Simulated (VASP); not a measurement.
# TaInS3 (I4/mcm) in VASP: notebook, part 2 of 2

VASP 6.6.1.

**3. Single point, PBE, collinear spin**

This run uses another cell than the first one, of 21.03 Å³/atom.

The input, INCAR:

```
  ALGO = Normal
  EDIFF = 1E-7
  ENCUT = 520
  GGA = PE
  ISIF = 2
  ISMEAR = 0
  ISPIN = 2
  LASPH = True
  LCHARG = False
  LMAXMIX = 4
  LORBIT = 11
  LREAL = False
  LWAVE = False
  MAGMOM = 1 1 0 0 0 0 0 0 0 0
  NBANDS = 57
  NELM = 150
  PREC = Accurate
  SIGMA = 0.1
```

The input, KPOINTS:

```
k-points
0
Gamma
  4 4 4
```

The input, POSCAR:

```
TaInS3
1.0
   -3.3376479900      3.3376479900      4.7201470500
    3.3376479900     -3.3376479900      4.7201470500
    3.3376479900      3.3376479900     -4.7201470500
Ta In S
2 2 6
Direct
    0.5000000000      0.5000000000      0.0000000000
    0.0000000000      0.0000000000      0.0000000000
    0.7500000000      0.2500000000      0.5000000000
    0.2500000000      0.7500000000      0.5000000000
    0.2863496800      0.7863496800      0.0726993500
    0.7863496800      0.7136503200      0.5000000000
    0.7500000000      0.7500000000      0.0000000000
    0.7136503200      0.2136503200      0.9273006500
    0.2136503200      0.2863496800      0.5000000000
    0.2500000000      0.2500000000      0.0000000000
```

Potentials or basis: VASP PAW PBE potentials, release 64 (Ta_pv, In_d, S).

The run is started by

```console
$ cat potpaw_PBE.64/Ta_pv/POTCAR potpaw_PBE.64/In_d/POTCAR potpaw_PBE.64/S/POTCAR > POTCAR
$ mpirun -np 1 vasp_std > vasp.out
```

OUTCAR:

```text
EDIFF = 1E-7
   ENCUT = 520
   GGA = PE
   ISIF = 2
   ISMEAR = 0
   ISPIN = 2
   LASPH = True
   LORBIT = 11
   LREAL = False
   NELM = 150
   PREC = Accurate

 ion  position               nearest neighbor table
   1  0.500  0.500  0.000-   7 2.36  10 2.36   8 2.38   5 2.38   6 2.38   9 2.38
   2  0.000  0.000  0.000-   7 2.36  10 2.36   8 2.38   5 2.38   9 2.38   6 2.38
   3  0.750  0.250  0.500-   5 3.10   6 3.10   9 3.10   8 3.10   7 3.34  10 3.34   7 3.34  10 3.34

   4  0.250  0.750  0.500-   8 3.10   6 3.10   9 3.10   5 3.10   7 3.34  10 3.34  10 3.34   7 3.34

   5  0.286  0.786  0.073-   1 2.38   2 2.38   3 3.10   4 3.10
   6  0.786  0.714  0.500-   2 2.38   1 2.38   4 3.10   3 3.10
   7  0.750  0.750  0.000-   1 2.36   2 2.36   3 3.34   4 3.34   3 3.34   4 3.34
   8  0.714  0.214  0.927-   1 2.38   2 2.38   4 3.10   3 3.10
   9  0.214  0.286  0.500-   1 2.38   2 2.38   4 3.10   3 3.10
  10  0.250  0.250  0.000-   1 2.36   2 2.36   3 3.34   4 3.34   4 3.34   3 3.34

  LATTYP: Found a face centered cubic cell.
 ALAT       =     9.4402941039

  Lattice vectors:

 A1 = (   3.3376479900,  -3.3376479900,  -4.7201470500)
 A2 = (   3.3376479900,   3.3376479900,  -4.7201470500)
 A3 = (   6.6752959800,  -0.0000000000,   0.0000000000)

[... 1709 lines left out ...]
     3.337647990 -3.337647990  4.720147050     0.149806091  0.000000000  0.105928903
     3.337647990  3.337647990 -4.720147050     0.149806091  0.149806091  0.000000000

 POSITION                                       TOTAL-FORCE (eV/Angst)
 -----------------------------------------------------------------------------------
      0.00000      0.00000      4.72015        -0.000000     -0.000000      0.000000
      0.00000      0.00000      0.00000        -0.000000     -0.000000      0.000000
      0.00000      3.33765      2.36007         0.000000     -0.000000      0.000000
      3.33765      0.00000      2.36007        -0.000000      0.000000      0.000000
      1.91147     -1.42618      4.72015         0.294642      0.294642      0.000000
      1.42618      1.91147      4.72015        -0.294642      0.294642      0.000000
      0.00000      0.00000      7.08022        -0.000000      0.000000      0.000000
      1.42618      4.76383     -0.00000        -0.294642     -0.294642     -0.000000
      1.91147      1.42618      0.00000         0.294642     -0.294642      0.000000
      0.00000      0.00000      2.36007         0.000000      0.000000      0.000000
 -----------------------------------------------------------------------------------
    total drift:                               -0.000000      0.000000     -0.000000

  FREE ENERGIE OF THE ION-ELECTRON SYSTEM (eV)
  ---------------------------------------------------
  free  energy   TOTEN  =       -59.1190803048 eV

  energy  without entropy=      -59.1012996963  energy(sigma->0) =      -59.11019000

 total charge

# of ion       s       p       d       tot
------------------------------------------
    1        0.322   6.242   2.282   8.847
    2        0.322   6.242   2.282   8.847
    3        1.143   0.194   9.861  11.198
    4        1.143   0.194   9.861  11.198
    5        1.341   2.428   0.000   3.770
    6        1.341   2.428   0.000   3.770
    7        1.342   2.439   0.000   3.781
    8        1.341   2.428   0.000   3.770
    9        1.341   2.428   0.000   3.770
   10        1.342   2.439   0.000   3.781
--------------------------------------------------
tot         10.979  27.465  24.286  62.730

 magnetization (x)

# of ion       s       p       d       tot
------------------------------------------
    1       -0.000   0.000  -0.000  -0.000
    2       -0.000   0.000  -0.000  -0.000
    3        0.000   0.000   0.000   0.000
    4        0.000   0.000   0.000   0.000
    5       -0.000   0.000   0.000   0.000
    6       -0.000   0.000   0.000   0.000
    7       -0.000   0.000   0.000   0.000
    8       -0.000   0.000   0.000   0.000
    9       -0.000   0.000   0.000   0.000
   10       -0.000   0.000   0.000   0.000
--------------------------------------------------
tot         -0.000   0.000  -0.000   0.000
```

Run time: 14 min. Hardware: 1 thread of Intel Xeon 8259CL, shared host; peak memory 0.58 GiB.

Results:

```yaml
Free_energy: -59.1191 eV
Pressure: 6.8 GPa
Largest_force: 0.417 eV/Å
Band_gap_on_the_k_mesh: zero (filled and empty bands overlap)
Net_moment: 0.00 μB per cell
Valence_electrons_inside_the_program's_atomic_spheres: Ta 8.85; In 11.20; S 3.77, 3.78 (each value once)
```

Forces on the atoms (eV/Å):
```
Ta   0.000  0.000  0.000
Ta   0.000  0.000  0.000
In   0.000  0.000  0.000
In   0.000  0.000  0.000
S    0.295  0.295  0.000
S   -0.295  0.295  0.000
S    0.000  0.000  0.000
S   -0.295 -0.295  0.000
S    0.295 -0.295  0.000
S    0.000  0.000  0.000
```

Stress tensor (GPa, compression positive):
```
6.18 0.00 0.00
0.00 6.18 0.00
0.00 0.00 8.12
```

Levels at points of the mesh, in eV from the Fermi level:
Spin up:
| k point | band 40 | band 41 | band 42 | band 43 | band 44 | band 45 |
| --- | --- | --- | --- | --- | --- | --- |
| (0.00, 0.00, 0.00) | -0.68 | -0.68 | -0.42 | -0.21 | 0.15 | 0.15 |
| (0.50, 0.00, 0.00) | -1.12 | -0.64 | -0.64 | 1.39 | 1.39 | 1.58 |
| (0.50, 0.50, 0.00) | -0.90 | -0.48 | -0.02 | 0.48 | 1.73 | 1.92 |
| (0.50, 0.50, 0.50) | -0.87 | -0.87 | -0.37 | 0.55 | 1.96 | 2.28 |
Spin down:
```csv
k point,band 38,band 39,band 40,band 41,band 42,band 43,band 44,band 45,band 46,band 47
"(0.00, 0.00, 0.00)",-0.81,-0.81,-0.68,-0.68,-0.42,-0.21,0.15,0.15,1.65,2.46
"(0.50, 0.00, 0.00)",-1.19,-1.12,-1.12,-0.64,-0.64,1.39,1.39,1.58,1.58,1.78
"(0.50, 0.50, 0.00)",-1.16,-1.01,-0.90,-0.48,-0.02,0.48,1.73,1.92,2.19,2.32
"(0.50, 0.50, 0.50)",-1.17,-0.95,-0.87,-0.87,-0.37,0.55,1.96,2.28,2.28,2.59
```

Caveat: the cell stands under pressure; spin-orbit coupling is left out, which moves the levels of the heavy elements.
